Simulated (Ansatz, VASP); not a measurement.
**MnO2 in VASP and in Ansatz**

File INCAR:

```
SYSTEM = MnO2
PREC = Accurate
ENCUT = 600
EDIFF = 1E-6
ISMEAR = 0
SIGMA = 0.05
LREAL = .False.
LASPH = .True.
NELM = 200
ALGO = Normal
ISIF = 2
LWAVE = .False.
LCHARG = .False.
ISPIN = 2
MAGMOM = 3 0 0
LORBIT = 11
LMAXMIX = 4
GGA = PE
IVDW = 13
NBANDS = 24
GGA_COMPAT = .False.
```

File KPOINTS:

```
Automatic mesh
0
Gamma
  14 14 6
  0 0 0
```

The input POSCAR:

```
MnO2
1.0
    2.8768068094      0.0000000000      0.0000000000
   -1.4384034047      2.4913877787      0.0000000000
    0.0000000000      0.0000000000      5.4464523635
Mn O
1 2
Direct
    0.0000000000      0.0000000000      0.0000000000
    0.3333333333      0.6666666667      0.1753671606
    0.6666666667      0.3333333333      0.8246328394
```

Input for Ansatz:

```yaml
crystal:
  lattice:
    - [2.876806809388, 0.0, 0.0]
    - [-1.438403404694, 2.49138777871, 0.0]
    - [0.0, 0.0, 5.4464523635]
  atoms:
    - { symbol: Mn, position: [0.0, 0.0, 0.0], spin: 3.0 }
    - { symbol: O, position: [0.3333333333333, 0.6666666666667, 0.1753671606] }
    - { symbol: O, position: [0.6666666666667, 0.3333333333333, 0.8246328394] }
basis:
  ecutwfc: 420
  ecutrho_ratio: 4
kpoints:
  mp_grid: { grid: [14, 14, 6] }
hamiltonian:
  xc: pbe
  dispersion: d4
scf:
  occupations: { method: gaussian, width: 0.05 }
  algorithm: direct_min
output:
  forces: true
  stress: true
magnetization:
  spin_polarized: true
```

Alike in both runs: task single point; functional PBE; dispersion D4; k mesh 14 × 14 × 6; occupations gaussian, width 0.05 eV; collinear spin.

|  | VASP | Ansatz |
| --- | --- | --- |
| version | VASP 6.6.1 | Ansatz 0.2.0 |
| potentials or method | VASP PAW PBE potentials, release 64 (Mn_sv, O), cutoff 600 eV | scalar-relativistic, plane waves, PAW |
| valence electrons in the cell | 27 | 27 |

|  | VASP | Ansatz | Ansatz less VASP |
| --- | --- | --- | --- |
| gap on the k mesh at the Fermi level (eV) | 1.01 | 1.02 | +0.010 |
| pressure (GPa) | -2.9 | -1.8 | +1.10 |
| traceless stress, the component that is largest in VASP (GPa) | -0.02 | 0.10 | +0.121 |
| rms of the force components (eV/Å) | 0.019 | 0.012 | -0.0067 |
| net moment per atom (μB) | 1.00 | 1.00 | 0.000 |
| size of the moment on the site where the two differ most (μB) | 2.74 | 2.52 | -0.224 |

Site moments also hang on the region over which each program counts them. Atom by atom the forces differ by 0.007 eV/Å (rms over components).
